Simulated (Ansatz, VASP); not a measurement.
Zn: VASP beside Ansatz

```
Zn
1.0
     0.00000    1.90703    1.90703
     1.90703    0.00000    1.90703
     1.90703    1.90703    0.00000
Zn
1
Direct
  0.00000 0.00000 0.00000
```

Alike in both runs: task single point; functional PBEsol; k mesh 18 × 18 × 18; occupations gaussian, width 0.1 eV; no spin polarisation.

|  | VASP | Ansatz |
| --- | --- | --- |
| version | VASP 6.6.1 | Ansatz 0.2.0 |
| potentials or method | VASP PAW PBE potentials, release 64 (Zn), cutoff 520 eV | scalar-relativistic, plane waves, PAW |
| valence electrons in the cell | 12 | 12 |

|  | VASP | Ansatz | Ansatz less VASP |
| --- | --- | --- | --- |
| gap on the k mesh at the Fermi level (eV) | none | none | - |
| pressure (GPa) | 2.2 | 1.7 | -0.55 |

VASP's potentials were made for PBE, not for PBEsol. A gap of «none» marks a metal or a gap that the smearing closes.
